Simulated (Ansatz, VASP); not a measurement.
# One calculation of AgI, two programs

```
Ag I
1.0
     4.68574    0.00000    0.00000
    -2.34287    4.05797    0.00000
     0.00000    0.00000    7.66648
Ag I
2 2
Cartesian
  0.0000 2.7053 0.0046
  2.3429 1.3527 3.8379
  0.0000 2.7053 2.8780
  2.3429 1.3527 6.7112
```

Alike in both runs: functional PBE; k mesh 10 × 10 × 6; occupations fermi-dirac, width 0.05 eV; no spin polarisation.

Ansatz relaxed the structure, and its values are those at the end. VASP's run is a single point on that final structure, the one shown.

|  | VASP | Ansatz |
| --- | --- | --- |
| version | VASP 6.6.1 | Ansatz 0.2.0 |
| potentials or method | VASP PAW PBE potentials, release 64 (Ag, I) | PAW with Ansatz's default frozen-core files, scalar-relativistic |
| plane-wave cutoff (eV) | 500 | 420 |
| valence electrons in the cell | 36 | 72 |

```tsv
	VASP	Ansatz	Ansatz less VASP
pressure (GPa)	-0.1	0.0	+0.06
```

VASP's potentials hold 36 valence electrons a cell and Ansatz's 72, so a difference there can come from the potentials and not from the codes.

Neither program's run includes spin-orbit coupling.
